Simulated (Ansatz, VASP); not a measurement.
## Two plane-wave programs on Ni

The input INCAR:

```
ALGO = Normal
EDIFF = 1E-6
ENCUT = 600
GGA = PE
GGA_COMPAT = False
ISIF = 2
ISMEAR = -1
ISPIN = 2
LASPH = True
LCHARG = False
LMAXMIX = 4
LORBIT = 11
LREAL = False
LWAVE = False
MAGMOM = 2
NBANDS = 15
NELM = 200
PREC = Accurate
SIGMA = 0.01
```

The input KPOINTS:

```
k-points
0
Gamma
  14 14 14
```

Contents of POSCAR:

```
Ni
1.0
    0.0000000000      1.7638000000      1.7638000000
    1.7638000000      0.0000000000      1.7638000000
    1.7638000000      1.7638000000      0.0000000000
Ni
1
Direct
    0.0000000000      0.0000000000      0.0000000000
```

Input for Ansatz:

```yaml
crystal:
  lattice:
    - [0.0, 1.7638, 1.7638]
    - [1.7638, 0.0, 1.7638]
    - [1.7638, 1.7638, 0.0]
  atoms:
    - { symbol: Ni, position: [0.0, 0.0, 0.0], spin: 2.0 }
magnetization:
  spin_polarized: true
hamiltonian:
  xc: pbe
  pseudopotentials: { kind: paw }
basis:
  ecutwfc: 420
kpoints:
  mp_grid: { grid: [14, 14, 14] }
scf:
  occupations: { method: fermi_dirac, width: 0.01 }
  lower_state_search: "off"
  algorithm: density_mixing
  max_iter: 50
  mixing: {}
output:
  forces: true
  stress: true
```

Alike in both runs: task single point; functional PBE; k mesh 14 × 14 × 14; occupations fermi-dirac, width 0.01 eV; collinear spin.

|  | VASP | Ansatz |
| --- | --- | --- |
| version | VASP 6.6.1 | Ansatz 0.2.0 |
| potentials or method | VASP PAW PBE potentials, release 64 (Ni), cutoff 600 eV | PAW, plane waves, scalar-relativistic |
| valence electrons in the cell | 10 | 18 |

Ansatz gave:

| Item | Value |
| --- | --- |
| pressure (GPa) | -1.6 |
| net moment per atom (μB) | 0.62 |
| size of the moment on the site where the two differ most (μB) | 0.66 |

Q: What did VASP give for the same quantities?

A: Pressure (GPa): -1.9; net moment per atom (μB): 0.59; size of the moment on the site where the two differ most (μB): 0.60.

Site moments also hang on the region over which each program counts them. VASP's potentials hold 10 valence electrons a cell and Ansatz's 18, so a difference there can come from the potentials and not from the codes.
